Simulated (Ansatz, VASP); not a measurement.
## Lu: VASP beside Ansatz

The input INCAR:

```
ALGO = Fast
EDIFF = 1E-6
ENCUT = 520
GGA = PE
ISIF = 2
ISMEAR = -1
LASPH = T
LCHARG = F
LREAL = F
LWAVE = F
NBANDS = 18
NELM = 100
PREC = Accurate
SIGMA = 0.05
```

File KPOINTS:

```
k-points
0
Gamma
  10 10 10
```

The input POSCAR:

```
Lu
1.0
   -1.9615060000      1.9859890000      1.9550570000
    1.9723800000     -1.9805730000      1.9605140000
    1.9161400000      1.9352070000     -1.9496410000
Lu
1
Direct
    0.0028740000      0.0105570000      0.0029550000
```

The input input.yaml:

```yaml
crystal:
  lattice:
    - [-1.961506, 1.985989, 1.955057]
    - [1.97238, -1.980573, 1.960514]
    - [1.91614, 1.935207, -1.949641]
  atoms:
    - { symbol: Lu, position: [0.002874, 0.010557, 0.002955] }
kpoints:
  mp_grid: { grid: [10, 10, 10] }
scf:
  occupations: { method: fermi_dirac, width: 0.05 }
hamiltonian:
  xc: pbe
  pseudopotentials: { kind: all_electron, lapw: { basis_error: 0.001 } }
output:
  forces: true
  stress: true
  eigenvalues: true
  populations: true
```

Change from the starting cell: cell strained at random at fixed volume.

Alike in both runs: task single point; functional PBE; k mesh 10 × 10 × 10; occupations fermi-dirac, width 0.05 eV; no spin polarisation.

```csv
,VASP,Ansatz
version,VASP 6.6.1,Ansatz 0.2.0
potentials or method,"VASP PAW PBE potentials, release 64 (Lu), cutoff 520 eV","all-electron LAPW, scalar-relativistic"
```

Ansatz gave:

| Property | Result |
| --- | --- |
| gap on the k mesh at the Fermi level (eV) | none |
| pressure (GPa) | -0.4 |
| traceless stress, the component that is largest in VASP (GPa) | 0.60 |

Estimate VASP's values.

gap on the k mesh at the Fermi level (eV): none; pressure (GPa): -0.3; traceless stress, the component that is largest in VASP (GPa): 0.61.

A gap of «none» marks a metal or a gap that the smearing closes. Ansatz ran all-electron here, and VASP with PAW potentials.

Neither program's run includes spin-orbit coupling.
